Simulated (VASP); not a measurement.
# As in VASP: notebook

As is run at these levels: PBE, r2SCAN; tasks: single point.

All numbers are computed with VASP 6.6.1; they aren't measurements. Logs are shortened: lines on timing, memory, paths and dates and some standing lists are left out, and cuts for length are marked.

## (1) The cell of the first run

The cell holds a slab with vacuum, 2 atoms: a = 3.575 Å, b = 3.548 Å, c = 26.416 Å, α = 90.00°, β = 90.00°, γ = 120.25°.

## (2) Single point, PBE (uniaxial y strain -1.0%)

File INCAR:

```
SYSTEM = As
  ALGO = Normal
  DIPOL = 0.5 0.5 0.347
  EDIFF = 1E-6
  ENCUT = 520
  GGA = PE
  GGA_COMPAT = .FALSE.
  IDIPOL = 3
  ISIF = 2
  ISMEAR = -1
  LASPH = .TRUE.
  LCHARG = .FALSE.
  LDIPOL = .TRUE.
  LREAL = .FALSE.
  LWAVE = .FALSE.
  NBANDS = 22
  NELM = 120
  NELMDL = -8
  PREC = Accurate
  SIGMA = 0.02
```

File KPOINTS:

```
k-points
0
G
  12 12 1
  0 0 0
```

File POSCAR:

```
As
1.0
    3.5749087740      0.0000000000      0.0000000000
   -1.7874543870      3.0650021964      0.0000000000
    0.0000000000      0.0000000000     26.4156438000
As
2
Direct
    0.3330443001      0.6660886002      0.3205320536
    0.6669556999      0.3339113998      0.3725353590
```

Potentials or basis: VASP PAW PBE potentials, release 64 (As_d).

On the command line:

```bash
> cat potpaw_PBE.64/As_d/POTCAR > POTCAR
> mpirun -np 1 vasp_std > vasp.out
```

OUTCAR:

```text
SYSTEM = As
   EDIFF = 1E-6
   ENCUT = 520
   GGA = PE
   ISIF = 2
   ISMEAR = -1
   LASPH = .TRUE.
   LREAL = .FALSE.
   NELM = 120
   NELMDL = -8
   PREC = Accurate

 ion  position               nearest neighbor table
   1  0.333  0.666  0.321-   2 2.47   2 2.47   2 2.47
   2  0.667  0.334  0.373-   1 2.47   1 2.47   1 2.47

  Warning from LATTYP: Monoclinic adjustment (A1->A3, A2->A1, A3->A2)!
  LATTYP: Found a base centered orthorhombic cell.
 ALAT       =     3.5749087740
 B/A-ratio  =     1.7147302995
 C/A-ratio  =     7.3891798281

  Lattice vectors:

 A1 = (   1.7874543870,  -3.0650021964,   0.0000000000)
 A2 = (   1.7874543870,   3.0650021964,   0.0000000000)
 A3 = (   0.0000000000,   0.0000000000,  26.4156438000)

Analysis of symmetry for initial positions (statically):
=====================================================================
 Subroutine PRICEL returns:
 Original cell was already a primitive cell.

 Routine SETGRP: Setting up the symmetry group for a
 base centered orthorhombic supercell.

 Subroutine GETGRP returns: Found  4 space group operations
 (whereof  2 operations were pure point group operations)
 out of a pool of  8 trial point group operations.

The static configuration has the point symmetry C_1h.
 The point group associated with its full space group is C_2h.

Analysis of symmetry for dynamics (positions and initial velocities):
=====================================================================
 Subroutine PRICEL returns:
 Original cell was already a primitive cell.

 Routine SETGRP: Setting up the symmetry group for a
 base centered orthorhombic supercell.

 Subroutine GETGRP returns: Found  4 space group operations
 (whereof  2 operations were pure point group operations)
 out of a pool of  8 trial point group operations.

The dynamic configuration has the point symmetry C_1h.
 The point group associated with its full space group is C_2h.

 Subroutine INISYM returns: Found  4 space group operations
 (whereof  2 operations are pure point group operations),
 and found     1 'primitive' translations

----------------------------------------------------------------------------------------

                                     Primitive cell

  volume of cell :     289.4389

  direct lattice vectors                    reciprocal lattice vectors
     3.574908774  0.000000000  0.000000000     0.279727418  0.163132020  0.000000000
    -1.787454387  3.065002196  0.000000000     0.000000000  0.326264040  0.000000000
     0.000000000  0.000000000 26.415643800     0.000000000  0.000000000  0.037856355

  length of vectors
     3.574908774  3.548130726 26.415643800     0.323820142  0.326264040  0.037856355

  position of ions in fractional coordinates (direct lattice)
     0.333044300  0.666088600  0.320532054
     0.666955700  0.333911400  0.372535359

  ion indices of the primitive-cell ions
   primitive index   ion index
                 1           1
                 2           2

----------------------------------------------------------------------------------------

 KPOINTS: k-points

Automatic generation of k-mesh.
 Grid dimensions read from file:
 generate k-points for:   12   12    1

 Generating k-lattice:

  Cartesian coordinates                     Fractional coordinates (reciprocal lattice)
     0.023310618  0.013594335  0.000000000     0.083333333  0.000000000  0.000000000
     0.000000000  0.027188670  0.000000000     0.000000000  0.083333333  0.000000000
     0.000000000  0.000000000  0.037856355     0.000000000  0.000000000  1.000000000

  Length of vectors
     0.026985012  0.027188670  0.037856355

  Shift w.r.t. Gamma in fractional coordinates (k-lattice)
     0.000000000  0.000000000  0.000000000

 Subroutine IBZKPT returns following result:
 ===========================================

 Found     43 irreducible k-points:

 Following reciprocal coordinates:
            Coordinates               Weight
  0.000000  0.000000  0.000000      1.000000
  0.083333 -0.000000  0.000000      4.000000
  0.166667  0.000000  0.000000      4.000000
  0.250000 -0.000000  0.000000      4.000000
  0.333333 -0.000000  0.000000      4.000000
  0.416667  0.000000  0.000000      4.000000
[... 16 lines left out ...]
  0.333333  0.166667  0.000000      4.000000
  0.416667  0.166667  0.000000      4.000000
 [... further k-points ...]
   k-points           NKPTS =     43   k-points in BZ     NKDIM =     43   number of bands    NBANDS=     22
   number of dos      NEDOS =    301   number of ions     NIONS =      2
   total plane-waves  NPLWV = 153664
   dimension x,y,z NGX =    28 NGY =   28 NGZ =  196
   dimension x,y,z NGXF=    56 NGYF=   56 NGZF=  392
   ions per type =               2
   NGX,Y,Z   is equivalent  to a cutoff of  13.02, 13.12, 12.34 a.u.
   NGXF,Y,Z  is equivalent  to a cutoff of  26.04, 26.24, 24.67 a.u.
 SYSTEM =  As
   PREC   = accura    normal or accurate (medium, high low for compatibility)
   ISTART =      0    job   : 0-new  1-cont  2-samecut
   ICHARG =      2    charge: 1-file 2-atom 10-const
   ISPIN  =      1    spin polarized calculation?
   LNONCOLLINEAR =      F non collinear calculations
   LSORBIT =      F    spin-orbit coupling
   LASPH  =      T    aspherical Exc in radial PAW
   ENCUT  =  520.0 eV  38.22 Ry    6.18 a.u.   6.65  6.60 49.12*2*pi/ulx,y,z
   NELM   =    120;   NELMIN=  2; NELMDL= -8     # of ELM steps
   EDIFF  = 0.1E-05   stopping-criterion for ELM
   LREAL  =      F    real-space projection
   EDIFFG = 0.1E-04   stopping-criterion for IOM
   NSW    =      0    number of steps for IOM
   IBRION =     -1    ionic relax: 0-MD 1-quasi-New 2-CG
   NFREE  =      0    steps in history (QN), initial steepest desc. (CG)
   ISIF   =      2    stress and relaxation
   ISYM   =      2    0-nonsym 1-usesym 2-fastsym
   POTIM  = 0.5000    time-step for ionic-motion
   TEBEG  =    0.0;   TEEND  =   0.0 temperature during run
   PSTRESS=    0.0 pullay stress
   NELECT =      30.0000    total number of electrons
   NUPDOWN=      -1.0000    fix difference up-down
   EMIN   =  10.00;   EMAX   =-10.00  energy-range for DOS
   EFERMI =   0.00;   METHOD = LEGACY
   ISMEAR =    -1;   SIGMA  =   0.02  broadening in eV -4-tet -1-fermi 0-gaus
   EFERMI_NEDOS =   21; number of points for ismear=-14 and -15
   IALGO  =     38    algorithm
   IMIX   =      4    mixing-type and parameters
     AMIX     =   0.40;   BMIX     =  1.00
     AMIX_MAG =   1.60;   BMIX_MAG =  1.00
  volume/ion in A,a.u.               =     144.72       976.62
  Fermi-wavevector in a.u.,A,eV,Ry     =   0.769006  1.453210  8.046076  0.591370
  Thomas-Fermi vector in A             =   1.869901
   LORBIT       =      0    0 simple, 1 ext, 2 COOP (PROOUT), +10 PAW based schemes
   GGA     = PE    functional components
   LHFCALC =     F    Hartree Fock is set to
   AEXX    =    0.0000 exact exchange contribution
   IVDW    =     0    specifies the selected vdW correction
   LEPSILON=     F    determine dielectric tensor
   LRPA    =     F    only Hartree local field effects (RPA)
 non-spin polarized calculation
  energy-cutoff  :      520.00
  volume of cell :      289.44
 maximum number of plane-waves:      7895
   NGX = 13   NGY = 13   NGZ = 99

 dipolmoment           0.000000      0.000000      0.000000 electrons x Angstroem

 number of electron      29.9999991 magnetization

 dipolmoment           0.000000      0.000000     -0.000002 electrons x Angstroem

 Free energy of the ion-electron system (eV)
  ---------------------------------------------------
  ext. energy  EPLUGINS =         0.00000000
  ---------------------------------------------------
  free energy    TOTEN  =        -9.34484090 eV

  energy without entropy =       -9.34484090  energy(sigma->0) =       -9.34484090

 E-fermi :  -3.5940     XC(G=0):  -2.1033

 val. band max:       -4.1217469166   @ k =   0.0000   0.0000   0.0000
 cond. band min:      -2.5867020320   @ k =   0.0000   0.3333   0.0000
 fundamental gap:      1.5350448846
 Fermi energy:        -3.5939748414

 k-point     1 :       0.0000    0.0000    0.0000
  band No.  band energies     occupation
      1     -39.3196      2.00000
      2     -39.3187      2.00000
      3     -39.2757      2.00000
      4     -39.2747      2.00000
      5     -39.2213      2.00000
      6     -39.1938      2.00000
[... 14 lines left out ...]
     21       1.3851      0.00000
     22       1.6873      0.00000

 k-point     2 :       0.0833   -0.0000    0.0000
  band No.  band energies     occupation
      1     -39.3192      2.00000
      2     -39.3166      2.00000
      3     -39.2750      2.00000
      4     -39.2731      2.00000
      5     -39.2211      2.00000
      6     -39.1949      2.00000
[... 14 lines left out ...]
     21       1.4941      0.00000
     22       1.7999      0.00000

 k-point     3 :       0.1667    0.0000    0.0000
  band No.  band energies     occupation
      1     -39.3186      2.00000
      2     -39.3105      2.00000
      3     -39.2732      2.00000
      4     -39.2682      2.00000
      5     -39.2205      2.00000
      6     -39.1983      2.00000
[... 14 lines left out ...]
     21       1.8189      0.00000
     22       2.1270      0.00000

 k-point     4 :       0.2500   -0.0000    0.0000
  band No.  band energies     occupation
      1     -39.3177      2.00000
      2     -39.3015      2.00000
      3     -39.2696      2.00000
      4     -39.2607      2.00000
      5     -39.2195      2.00000
      6     -39.2037      2.00000
[... 14 lines left out ...]
     21       2.3586      0.00000
     22       2.6373      0.00000

 k-point     5 :       0.3333   -0.0000    0.0000
  band No.  band energies     occupation
      1     -39.3166      2.00000
      2     -39.2928      2.00000
      3     -39.2626      2.00000
      4     -39.2514      2.00000
      5     -39.2194      2.00000
      6     -39.2110      2.00000
[... 14 lines left out ...]
     21       3.0324      0.00000
     22       3.3869      0.00000

 k-point     6 :       0.4167    0.0000    0.0000
  band No.  band energies     occupation
      1     -39.3158      2.00000
      2     -39.2876      2.00000
      3     -39.2506      2.00000
      4     -39.2416      2.00000
      5     -39.2233      2.00000
      6     -39.2193      2.00000
[... 14 lines left out ...]
     21       3.8394      0.00000
     22       4.1810      0.00000

 k-point     7 :       0.5000   -0.0000    0.0000
  band No.  band energies     occupation
      1     -39.3155      2.00000
      2     -39.2861      2.00000
      3     -39.2384      2.00000
      4     -39.2348      2.00000
      5     -39.2322      2.00000
      6     -39.2256      2.00000
[... 324 lines left out ...]
      6     -39.2017      2.00000
[... 14 lines left out ...]
     21       2.1393      0.00000
     22       2.4519      0.00000

 k-point    21 :       0.1667    0.1667    0.0000
  band No.  band energies     occupation
      1     -39.3173      2.00000
      2     -39.2952      2.00000
      3     -39.2681      2.00000
      4     -39.2571      2.00000
      5     -39.2187      2.00000
      6     -39.2082      2.00000
[... 14 lines left out ...]
     21       2.6300      0.00000
     22       2.9935      0.00000

 k-point    22 :       0.2500    0.1667    0.0000
  band No.  band energies     occupation
      1     -39.3170      2.00000
      2     -39.2849      2.00000
      3     -39.2632      2.00000
      4     -39.2483      2.00000
      5     -39.2178      2.00000
      6     -39.2166      2.00000
[... 14 lines left out ...]
     21       3.3324      0.00000
     22       3.6917      0.00000

 k-point    23 :       0.3333    0.1667    0.0000
  band No.  band energies     occupation
      1     -39.3167      2.00000
      2     -39.2783      2.00000
      3     -39.2538      2.00000
      4     -39.2385      2.00000
      5     -39.2272      2.00000
      6     -39.2185      2.00000
[... 14 lines left out ...]
     21       4.1521      0.00000
     22       4.5039      0.00000

 k-point    24 :       0.4167    0.1667    0.0000
  band No.  band energies     occupation
      1     -39.3166      2.00000
      2     -39.2765      2.00000
      3     -39.2443      2.00000
      4     -39.2381      2.00000
      5     -39.2269      2.00000
      6     -39.2245      2.00000
[... 14 lines left out ...]
     21       4.7395      0.00000
     22       4.9956      0.00000

 [... further k-points ...]

------------------------ aborting loop because EDIFF is reached ----------------------------------------

 vacuum level on the upper side and lower side of the slab       (xc-potential included)        -0.009        -0.009

  FORCE on cell =-STRESS in cart. coord.  units (eV):
  Direction    XX          YY          ZZ          XY          YZ          ZX
  --------------------------------------------------------------------------------------
  -------------------------------------------------------------------------------------
  Total        0.6617961      0.9829410      0.5878766      0.0000000      0.0147704      0.0000000
  in kB        3.6633449      5.4410298      3.2541665      0.0000000      0.0817607      0.0000000
  external PRESSURE =       4.1195137 kB  Pullay stress =       0.0000000 kB

 VOLUME and BASIS-vectors are now :
 -----------------------------------------------------------------------------
  energy-cutoff  :      520.00
  volume of cell :      289.44
      direct lattice vectors                 reciprocal lattice vectors
     3.574908774  0.000000000  0.000000000     0.279727418  0.163132020  0.000000000
    -1.787454387  3.065002196  0.000000000     0.000000000  0.326264040  0.000000000
     0.000000000  0.000000000 26.415643800     0.000000000  0.000000000  0.037856355

 POSITION                                       TOTAL-FORCE (eV/Angst)
 -----------------------------------------------------------------------------------
      0.00000      2.04156      8.46706        -0.000000     -0.011318     -0.431139
      1.78745      1.02344      9.84076         0.000000      0.011318      0.431139
 -----------------------------------------------------------------------------------
    total drift:                                0.000000      0.000028     -0.000171

  FREE ENERGIE OF THE ION-ELECTRON SYSTEM (eV)
  ---------------------------------------------------
  free  energy   TOTEN  =        -9.3448409018 eV

  energy  without entropy=       -9.3448409018  energy(sigma->0) =       -9.34484090

 vacuum level on the upper side and lower side of the slab         1.207         1.207
```

Run time: 7.1 min. Hardware: 1 thread of Intel Xeon Platinum 8259CL at 2.50GHz (Skylake/Cascade Lake), shared host; peak memory 0.51 GiB.

What came out:

```
Free energy            : -9.3448 eV
Largest force          : 0.431 eV/Å
Band gap on the k mesh : 1.53 eV (least direct gap 2.08 eV)
```

Forces in eV/Å, atoms in the order of the input:
```
As   0.000 -0.011 -0.431
As   0.000  0.011  0.431
```

Caveat: the cell differs from its parent crystal (uniaxial y strain -1.0%).

## (3) Single point, PBE (uniaxial x strain +0.5%)

File INCAR:

```
  PREC = Accurate
  ENCUT = 520
  EDIFF = 1E-6
  ISMEAR = -1
  SIGMA = 0.02
  LREAL = False
  LASPH = True
  NELM = 120
  ALGO = Normal
  ISIF = 2
  LWAVE = False
  LCHARG = False
  LDIPOL = True
  IDIPOL = 3
  DIPOL = 0.5 0.5 0.347
  GGA = PE
  NBANDS = 22
  GGA_COMPAT = False
  NELMDL = -8
```

File KPOINTS:

```
Automatic mesh
0
Gamma
  12 12 1
```

File POSCAR:

```
As
1.0
    3.5927833179      0.0000000000      0.0000000000
   -1.7963916589      3.0959618145      0.0000000000
    0.0000000000      0.0000000000     26.4156438000
As
2
Direct
    0.3331995269      0.6663990537      0.3206637295
    0.6668004731      0.3336009463      0.3724036831
```

Potentials or basis: VASP PAW PBE potentials, release 64 (As_d).

On the command line:

```bash
> cat potpaw_PBE.64/As_d/POTCAR > POTCAR
> mpirun -np 1 vasp_std > vasp.out
```

Run time: 5.4 min. Hardware: 1 thread of AMD EPYC 7R13 (Zen 3), shared host; peak memory 0.48 GiB.

It converged, with:

```
Free energy            : -9.3522 eV
Largest force          : 0.419 eV/Å
Band gap on the k mesh : 1.66 eV (least direct gap 2.03 eV)
```

Forces in eV/Å, atoms in the order of the input:
```
As   0.000 -0.006 -0.419
As   0.000  0.006  0.419
```

Levels at points of the mesh, in eV from the valence-band top:
| k point | band 11 | band 12 | band 13 | band 14 | band 15 | band 16 | band 17 | band 18 | band 19 | band 20 |
| --- | --- | --- | --- | --- | --- | --- | --- | --- | --- | --- |
| (0.00, 0.00, 0.00) | -13.61 | -7.07 | -0.46 | -0.04 | 0.00 | 2.03 | 3.57 | 3.61 | 4.92 | 5.19 |
| (0.50, 0.00, 0.00) | -11.12 | -9.13 | -3.37 | -1.92 | -1.51 | 2.02 | 3.29 | 4.71 | 6.39 | 8.42 |
| (0.00, 0.50, 0.00) | -11.09 | -9.13 | -3.37 | -1.97 | -1.49 | 1.97 | 3.30 | 4.67 | 6.40 | 8.43 |

Caveat: the cell differs from its parent crystal (uniaxial x strain +0.5%).

## (4) Single point, r2SCAN (strain -2.0%)

File POSCAR:

```
As
1.0
    3.5034105985      0.0000000000      0.0000000000
   -1.7517052992      3.0340425782      0.0000000000
    0.0000000000      0.0000000000     26.4156438000
As
2
Direct
    0.3333333333      0.6666666667      0.3202762771
    0.6666666667      0.3333333333      0.3727911355
```

File INCAR.step1:

```
ALGO = Normal
DIPOL = 0.5 0.5 0.347
EDIFF = 1E-5
ENCUT = 580
GGA = PE
GGA_COMPAT = F
IDIPOL = 3
ISMEAR = 0
LASPH = T
LCHARG = F
LDIPOL = T
LREAL = F
LWAVE = T
NBANDS = 22
NELM = 120
NELMDL = -8
PREC = Accurate
SIGMA = 0.01
```

File INCAR.step2:

```
ALGO = Normal
DIPOL = 0.5 0.5 0.347
EDIFF = 1E-6
ENCUT = 580
GGA_COMPAT = F
IDIPOL = 3
ISIF = 2
ISMEAR = 0
ISTART = 1
LASPH = T
LCHARG = T
LDIPOL = T
LELF = T
LMIXTAU = T
LREAL = F
LVACPOTAV = T
LVHAR = T
LWAVE = F
METAGGA = R2SCAN
NBANDS = 22
NELM = 120
PREC = Accurate
SIGMA = 0.01
```

File KPOINTS:

```
k-points
0
Gamma
  12 12 1
```

On the command line:

```bash
> cat potpaw_PBE.64/As_d/POTCAR > POTCAR
> cp INCAR.step1 INCAR
> mpirun -np 1 vasp_std > vasp.out
> cp INCAR.step2 INCAR
> mpirun -np 1 vasp_std > vasp.out
```

Wall time 4.8 min (1 thread of Intel Xeon 6975P-C (Granite Rapids), shared host); peak memory 0.48 GiB.

It converged, with:

```
Free energy            : -29.4320 eV
Largest force          : 0.045 eV/Å
Band gap on the k mesh : 1.76 eV (least direct gap 2.63 eV)
```

Forces in eV/Å, atoms in the order of the input:
```
As   0.000  0.000 -0.045
As   0.000  0.000  0.045
```

Levels at points of the mesh, in eV from the valence-band top:
```
           k point  band 13  band 14  band 15  band 16  band 17  band 18
(0.00, 0.00, 0.00)    -0.91     0.00     0.00     2.72     3.82     3.82
(0.50, 0.00, 0.00)    -3.86    -2.17    -1.91     2.21     3.24     4.89
```

Caveat: the cell differs from its parent crystal (strain -2.0%); the PAW data sets were made with another functional, which shifts forces and pressure a little.

## (5) Overview

| level | cell | cutoff (eV) | smearing | gap on the mesh (eV) | largest force (eV/Å) |
| --- | --- | --- | --- | --- | --- |
| PBE | a = 3.575, b = 3.548, c = 26.416 Å, angles 90.0, 90.0, 120.2°, 2 atoms, atomic positions A | 520 | fermi-dirac 0.02 eV | 1.53 | 0.43 |
| PBE | a = 3.593, b = 3.579, c = 26.416 Å, angles 90.0, 90.0, 120.1°, 2 atoms, atomic positions A | 520 | fermi-dirac 0.02 eV | 1.66 | 0.42 |
| r2SCAN | a = 3.503, b = 3.503, c = 26.416 Å, angles 90.0, 90.0, 120.0°, 2 atoms, atomic positions B | 580 | gaussian 0.01 eV | 1.76 | 0.04 |

Alike in all rows: task single point; potentials or basis VASP PAW PBE potentials, release 64 (As_d); no spin polarisation; k mesh 12 × 12 × 1.

Caveats: the PAW data sets were made with another functional, which shifts forces and pressure a little (at least some runs).

Total energies depend on the potentials used, so only differences within one code and one set of settings carry meaning.
